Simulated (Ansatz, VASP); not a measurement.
**One calculation of Co, two programs**

```
Co
1.0
     2.47200    0.00000    0.00000
    -1.23600    2.14081    0.00000
     0.00000    0.00000    4.02114
Co
2
Direct
  0.66667 0.33333 0.75000
  0.33333 0.66667 0.25000
```

Alike in both runs: task relaxation of cell and atoms; functional BLYP; dispersion D3(BJ); k mesh 12 × 12 × 7; occupations fermi-dirac, width 0.05 eV; collinear spin.

|  | VASP | Ansatz |
| --- | --- | --- |
| version | VASP 6.6.1 | Ansatz 0.2.0 |
| potentials or method | VASP PAW PBE potentials, release 64 (Co), cutoff 600 eV | all-electron LAPW, scalar-relativistic |

Ansatz gave:

| Property | Result |
| --- | --- |
| net moment per atom (μB) | 1.56 |
| size of the moment on the site where the two differ most (μB) | 1.61 |
| relaxed volume (Å³/atom) | 10.57 |
| relaxed cell length with the largest relative difference (Å) | 3.987 |

**Question.** What did VASP give for the same quantities?

**Answer.** net moment per atom (μB): 1.54; size of the moment on the site where the two differ most (μB): 1.55; relaxed volume (Å³/atom): 10.55; relaxed cell length with the largest relative difference (Å): 3.984.

VASP's potentials were made for PBE, not for BLYP. Site moments also hang on the region over which each program counts them. Ansatz ran all-electron here, and VASP with PAW potentials.
